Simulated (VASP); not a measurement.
# BiIrO (P4/nmm) in VASP: single point with r2SCAN

Aim: the single point of BiIrO with r2SCAN.

All numbers are computed with VASP 6.6.1; they aren't measurements. Logs are shortened: lines on timing, memory, paths and dates and some standing lists are left out, and cuts for length are marked.

## (1) The cell of the first run

Symmetry: P4/nmm, No. 129, tetragonal system. The conventional cell has a = 3.647 Å, b = 3.647 Å, c = 6.910 Å, α = 90.00°, β = 90.00°, γ = 90.00°. Bi (site symmetry 4mm) has 4 O at 2.17 Å and 4 Ir at 2.86 Å within 2.9 Å. Within 2.9 Å of O (site symmetry -4m2) lie 4 Bi at 2.17 Å and 4 O at 2.58 Å. Within 3.8 Å of Ir (site symmetry 4mm) lie 6 Bi at 2.86 to 3.60 Å and 4 O at 3.03 Å and 8 Ir at 3.31 to 3.65 Å.

## (2) Single point, r2SCAN

Input file POSCAR:

```
BiIrO
1.0
    3.6472899900      0.0000000000      0.0000000000
    0.0000000000      3.6472899900      0.0000000000
    0.0000000000      0.0000000000      6.9101613500
Bi O Ir
2 2 2
Direct
    0.0000000000      0.5000000000      0.1710000000
    0.5000000000      0.0000000000      0.8290000000
    0.0000000000      0.0000000000      0.0000000000
    0.5000000000      0.5000000000      0.0000000000
    0.0000000000      0.5000000000      0.6500000000
    0.5000000000      0.0000000000      0.3500000000
```

Input file INCAR.step1:

```
SYSTEM = BiIrO
PREC = Accurate
ENCUT = 660
ISMEAR = 1
SIGMA = 0.1804
LREAL = .False.
LASPH = .True.
NELM = 120
NBANDS = 47
GGA = PE
ALGO = Normal
EDIFF = 1E-5
LWAVE = .True.
LCHARG = .False.
GGA_COMPAT = .False.
```

Input file INCAR.step2:

```
SYSTEM = BiIrO
PREC = Accurate
ENCUT = 660
EDIFF = 1E-6
ISMEAR = 1
SIGMA = 0.1804
LREAL = .False.
LASPH = .True.
NELM = 120
ALGO = Normal
ISIF = 2
LWAVE = .False.
LCHARG = .True.
METAGGA = R2SCAN
LMIXTAU = .True.
LELF = .True.
LVHAR = .True.
NBANDS = 47
ISTART = 1
GGA_COMPAT = .False.
```

Input file KPOINTS:

```
Automatic mesh
0
Gamma
  9 9 5
  0 0 0
```

Potentials or basis: VASP PAW PBE potentials, release 64 (Bi_d, O, Ir_sv_GW).

On the command line:

```bash
$ cat potpaw_PBE.64/Bi_d/POTCAR potpaw_PBE.64/O/POTCAR potpaw_PBE.64/Ir_sv_GW/POTCAR > POTCAR
$ cp INCAR.step1 INCAR
$ mpirun -np 1 vasp_std > vasp.out
$ cp INCAR.step2 INCAR
$ mpirun -np 1 vasp_std > vasp.out
```

OUTCAR:

```text
SYSTEM = BiIrO
   PREC = Accurate
   ENCUT = 660
   EDIFF = 1E-6
   ISMEAR = 1
   LREAL = .False.
   LASPH = .True.
   NELM = 120
   ISIF = 2
   METAGGA = R2SCAN
   ISTART = 1

 ion  position               nearest neighbor table
   1  0.000  0.500  0.171-   3 2.17   4 2.17   3 2.17   4 2.17   6 2.86   6 2.86   6 2.86   6 2.86
                             5 3.31   2 3.50   2 3.50   2 3.50   2 3.50   5 3.60
   2  0.500  0.000  0.829-   3 2.17   4 2.17   4 2.17   3 2.17   5 2.86   5 2.86   5 2.86   5 2.86
                             6 3.31   1 3.50   1 3.50   1 3.50   1 3.50   6 3.60
   3  0.000  0.000  0.000-   1 2.17   2 2.17   1 2.17   2 2.17
   4  0.500  0.500  0.000-   1 2.17   2 2.17   2 2.17   1 2.17
   5  0.000  0.500  0.650-   2 2.86   2 2.86   2 2.86   2 2.86   1 3.31   1 3.60
   6  0.500  0.000  0.350-   1 2.86   1 2.86   1 2.86   1 2.86   2 3.31   2 3.60

  LATTYP: Found a simple tetragonal cell.
 ALAT       =     3.6472899900
 C/A-ratio  =     1.8946015724

  Lattice vectors:

 A1 = (   3.6472899900,   0.0000000000,   0.0000000000)
 A2 = (   0.0000000000,   3.6472899900,   0.0000000000)
 A3 = (   0.0000000000,   0.0000000000,   6.9101613500)

Analysis of symmetry for initial positions (statically):
=====================================================================
 Subroutine PRICEL returns:
 Original cell was already a primitive cell.

 Routine SETGRP: Setting up the symmetry group for a
 simple tetragonal supercell.

 Subroutine GETGRP returns: Found 16 space group operations
 (whereof  8 operations were pure point group operations)
 out of a pool of 16 trial point group operations.

The static configuration has the point symmetry D_2d.
 The point group associated with its full space group is D_4h.

Analysis of symmetry for dynamics (positions and initial velocities):
=====================================================================
 Subroutine PRICEL returns:
 Original cell was already a primitive cell.

 Routine SETGRP: Setting up the symmetry group for a
 simple tetragonal supercell.

 Subroutine GETGRP returns: Found 16 space group operations
 (whereof  8 operations were pure point group operations)
 out of a pool of 16 trial point group operations.

The dynamic configuration has the point symmetry D_2d.
 The point group associated with its full space group is D_4h.

 Subroutine INISYM returns: Found 16 space group operations
 (whereof  8 operations are pure point group operations),
 and found     1 'primitive' translations

----------------------------------------------------------------------------------------

                                     Primitive cell

  volume of cell :      91.9240

  direct lattice vectors                    reciprocal lattice vectors
     3.647289990  0.000000000  0.000000000     0.274176170  0.000000000  0.000000000
     0.000000000  3.647289990  0.000000000     0.000000000  0.274176170  0.000000000
     0.000000000  0.000000000  6.910161350     0.000000000  0.000000000  0.144714421

  length of vectors
     3.647289990  3.647289990  6.910161350     0.274176170  0.274176170  0.144714421

  position of ions in fractional coordinates (direct lattice)
     0.000000000  0.500000000  0.171000000
     0.500000000  0.000000000  0.829000000
     0.000000000  0.000000000  0.000000000
     0.500000000  0.500000000  0.000000000
     0.000000000  0.500000000  0.650000000
     0.500000000  0.000000000  0.350000000

  ion indices of the primitive-cell ions
   primitive index   ion index
                 1           1
                 2           2
                 3           3
                 4           4
                 5           5
                 6           6

----------------------------------------------------------------------------------------

 KPOINTS: Automatic mesh

Automatic generation of k-mesh.
 Grid dimensions read from file:
 generate k-points for:    9    9    5

 Generating k-lattice:

  Cartesian coordinates                     Fractional coordinates (reciprocal lattice)
     0.030464019  0.000000000  0.000000000     0.111111111  0.000000000  0.000000000
     0.000000000  0.030464019  0.000000000     0.000000000  0.111111111  0.000000000
     0.000000000  0.000000000  0.028942884     0.000000000  0.000000000  0.200000000

  Length of vectors
     0.030464019  0.030464019  0.028942884

  Shift w.r.t. Gamma in fractional coordinates (k-lattice)
     0.000000000  0.000000000  0.000000000

 Subroutine IBZKPT returns following result:
 ===========================================

 Found     45 irreducible k-points:

 Following reciprocal coordinates:
            Coordinates               Weight
  0.000000  0.000000  0.000000      1.000000
  0.111111  0.000000  0.000000      4.000000
  0.222222  0.000000  0.000000      4.000000
  0.333333  0.000000  0.000000      4.000000
  0.444444  0.000000  0.000000      4.000000
  0.111111  0.111111  0.000000      4.000000
[... 16 lines left out ...]
  0.333333  0.111111  0.200000     16.000000
  0.444444  0.111111  0.200000     16.000000
 [... further k-points ...]
   k-points           NKPTS =     45   k-points in BZ     NKDIM =     45   number of bands    NBANDS=     47
   number of dos      NEDOS =    301   number of ions     NIONS =      6
   total plane-waves  NPLWV =  61440
   dimension x,y,z NGX =    32 NGY =   32 NGZ =   60
   dimension x,y,z NGXF=    64 NGYF=   64 NGZF=  120
   ions per type =               2   2   2
   NGX,Y,Z   is equivalent  to a cutoff of  14.59, 14.59, 14.43 a.u.
   NGXF,Y,Z  is equivalent  to a cutoff of  29.17, 29.17, 28.87 a.u.
 SYSTEM =  BiIrO
   PREC   = accura    normal or accurate (medium, high low for compatibility)
   ISTART =      1    job   : 0-new  1-cont  2-samecut
   ICHARG =      0    charge: 1-file 2-atom 10-const
   ISPIN  =      1    spin polarized calculation?
   LNONCOLLINEAR =      F non collinear calculations
   LSORBIT =      F    spin-orbit coupling
   LASPH  =      T    aspherical Exc in radial PAW
   ENCUT  =  660.0 eV  48.51 Ry    6.96 a.u.   7.64  7.64 14.47*2*pi/ulx,y,z
   NELM   =    120;   NELMIN=  2; NELMDL=  0     # of ELM steps
   EDIFF  = 0.1E-05   stopping-criterion for ELM
   LREAL  =      F    real-space projection
   EDIFFG = 0.1E-04   stopping-criterion for IOM
   NSW    =      0    number of steps for IOM
   IBRION =     -1    ionic relax: 0-MD 1-quasi-New 2-CG
   NFREE  =      0    steps in history (QN), initial steepest desc. (CG)
   ISIF   =      2    stress and relaxation
   ISYM   =      2    0-nonsym 1-usesym 2-fastsym
   POTIM  = 0.5000    time-step for ionic-motion
   TEBEG  =    0.0;   TEEND  =   0.0 temperature during run
   PSTRESS=    0.0 pullay stress
   NELECT =      76.0000    total number of electrons
   NUPDOWN=      -1.0000    fix difference up-down
   EMIN   =  10.00;   EMAX   =-10.00  energy-range for DOS
   EFERMI =   0.00;   METHOD = LEGACY
   ISMEAR =     1;   SIGMA  =   0.18  broadening in eV -4-tet -1-fermi 0-gaus
   EFERMI_NEDOS =   21; number of points for ismear=-14 and -15
   IALGO  =     38    algorithm
   IMIX   =      4    mixing-type and parameters
     AMIX     =   0.40;   BMIX     =  1.00
     AMIX_MAG =   1.60;   BMIX_MAG =  1.00
  volume/ion in A,a.u.               =      15.32       103.39
  Fermi-wavevector in a.u.,A,eV,Ry     =   1.536514  2.903590 32.121645  2.360874
  Thomas-Fermi vector in A             =   2.643152
   LORBIT       =      0    0 simple, 1 ext, 2 COOP (PROOUT), +10 PAW based schemes
   METAGGA = R2SCAN    functional components
   LHFCALC =     F    Hartree Fock is set to
   AEXX    =    0.0000 exact exchange contribution
   IVDW    =     0    specifies the selected vdW correction
   LEPSILON=     F    determine dielectric tensor
   LRPA    =     F    only Hartree local field effects (RPA)
 non-spin polarized calculation
 Methfessel and Paxton  Order N= 1 SIGMA  =   0.18
  energy-cutoff  :      660.00
  volume of cell :       91.92
 maximum number of plane-waves:      3561
 NGX is ok and might be reduce to    32
   NGX = 15   NGY = 15   NGZ = 29

 number of electron      76.0000002 magnetization

 Free energy of the ion-electron system (eV)
  ---------------------------------------------------
  ext. energy  EPLUGINS =         0.00000000
  ---------------------------------------------------
  free energy    TOTEN  =      -230.46096590 eV

  energy without entropy =     -230.45915627  energy(sigma->0) =     -230.46036269

 E-fermi :   9.9594     XC(G=0): -13.3224

 val. band max:        9.9532979472   @ k =   0.4444   0.2222   0.4000
 cond. band min:       9.9757573243   @ k =   0.2222   0.0000   0.4000
 fundamental gap:      0.0224593772
 Fermi energy:         9.9594426089

 k-point     1 :       0.0000    0.0000    0.0000
  band No.  band energies     occupation
      1     -82.8458      2.00000
      2     -82.8434      2.00000
      3     -39.2342      2.00000
      4     -39.2342      2.00000
      5     -39.2111      2.00000
      6     -39.2111      2.00000
[... 39 lines left out ...]
     46      16.3999      0.00000
     47      16.8487      0.00000

 k-point     2 :       0.1111    0.0000    0.0000
  band No.  band energies     occupation
      1     -82.8457      2.00000
      2     -82.8435      2.00000
      3     -39.2355      2.00000
      4     -39.2334      2.00000
      5     -39.2138      2.00000
      6     -39.2116      2.00000
[... 39 lines left out ...]
     46      17.7740      0.00000
     47      17.7775      0.00000

 k-point     3 :       0.2222    0.0000    0.0000
  band No.  band energies     occupation
      1     -82.8454      2.00000
      2     -82.8435      2.00000
      3     -39.2386      2.00000
      4     -39.2311      2.00000
      5     -39.2210      2.00000
      6     -39.2133      2.00000
[... 39 lines left out ...]
     46      18.6572      0.00000
     47      19.5176      0.00000

 k-point     4 :       0.3333    0.0000    0.0000
  band No.  band energies     occupation
      1     -82.8450      2.00000
      2     -82.8438      2.00000
      3     -39.2414      2.00000
      4     -39.2299      2.00000
      5     -39.2277      2.00000
      6     -39.2161      2.00000
[... 939 lines left out ...]
     46      18.7061      0.00000
     47      19.3532      0.00000

 k-point    23 :       0.3333    0.1111    0.2000
  band No.  band energies     occupation
      1     -82.8449      2.00000
      2     -82.8438      2.00000
      3     -39.2421      2.00000
      4     -39.2317      2.00000
      5     -39.2278      2.00000
      6     -39.2165      2.00000
[... 39 lines left out ...]
     46      17.8420      0.00000
     47      19.4199      0.00000

 k-point    24 :       0.4444    0.1111    0.2000
  band No.  band energies     occupation
      1     -82.8445      2.00000
      2     -82.8441      2.00000
      3     -39.2423      2.00000
      4     -39.2387      2.00000
      5     -39.2239      2.00000
      6     -39.2199      2.00000
[... 39 lines left out ...]
     46      17.5006      0.00000
     47      18.4570      0.00000

 [... further k-points ...]

------------------------ aborting loop because EDIFF is reached ----------------------------------------

  FORCE on cell =-STRESS in cart. coord.  units (eV):
  Direction    XX          YY          ZZ          XY          YZ          ZX
  --------------------------------------------------------------------------------------
  -------------------------------------------------------------------------------------
  Total        6.2100100      6.2100100     15.1099723      0.0000000      0.0000000      0.0000000
  in kB      108.2365900    108.2365900    263.3573681      0.0000000      0.0000000      0.0000000
  external PRESSURE =     159.9435160 kB  Pullay stress =       0.0000000 kB

 VOLUME and BASIS-vectors are now :
 -----------------------------------------------------------------------------
  energy-cutoff  :      660.00
  volume of cell :       91.92
      direct lattice vectors                 reciprocal lattice vectors
     3.647289990  0.000000000  0.000000000     0.274176170  0.000000000  0.000000000
     0.000000000  3.647289990  0.000000000     0.000000000  0.274176170  0.000000000
     0.000000000  0.000000000  6.910161350     0.000000000  0.000000000  0.144714421

 POSITION                                       TOTAL-FORCE (eV/Angst)
 -----------------------------------------------------------------------------------
      0.00000      1.82364      1.18164         0.000000     -0.000000      5.188776
      1.82364      0.00000      5.72852        -0.000000      0.000000     -5.188776
      0.00000      0.00000      0.00000         0.000000     -0.000000      0.000000
      1.82364      1.82364      0.00000         0.000000      0.000000      0.000000
      0.00000      1.82364      4.49160         0.000000      0.000000     -2.746035
      1.82364      0.00000      2.41856         0.000000      0.000000      2.746035
 -----------------------------------------------------------------------------------
    total drift:                                0.000000     -0.000000      0.000000

  FREE ENERGIE OF THE ION-ELECTRON SYSTEM (eV)
  ---------------------------------------------------
  free  energy   TOTEN  =      -230.4609659048 eV

  energy  without entropy=     -230.4591562750  energy(sigma->0) =     -230.46036269
```

It took 11 min on 1 thread of AMD EPYC 9R45 (Zen 5), shared host; peak memory 0.4 GiB.

Results:

```
Free energy            : -230.4610 eV
Pressure               : 16.0 GPa
Largest force          : 5.189 eV/Å
Band gap on the k mesh : zero (bands 38 and 39 overlap by 0.61 eV)
```

Forces on the atoms (eV/Å):
```
Bi   0.000  0.000  5.189
Bi   0.000  0.000 -5.189
O    0.000  0.000  0.000
O    0.000  0.000  0.000
Ir   0.000  0.000 -2.746
Ir   0.000  0.000  2.746
```

Stress tensor (GPa, compression positive):
```
10.82  0.00  0.00
 0.00 10.82  0.00
 0.00  0.00 26.34
```

Caveat: the cell stands under pressure; the PAW data sets were made with another functional, which shifts forces and pressure a little; spin-orbit coupling is left out, which moves the levels of the heavy elements.
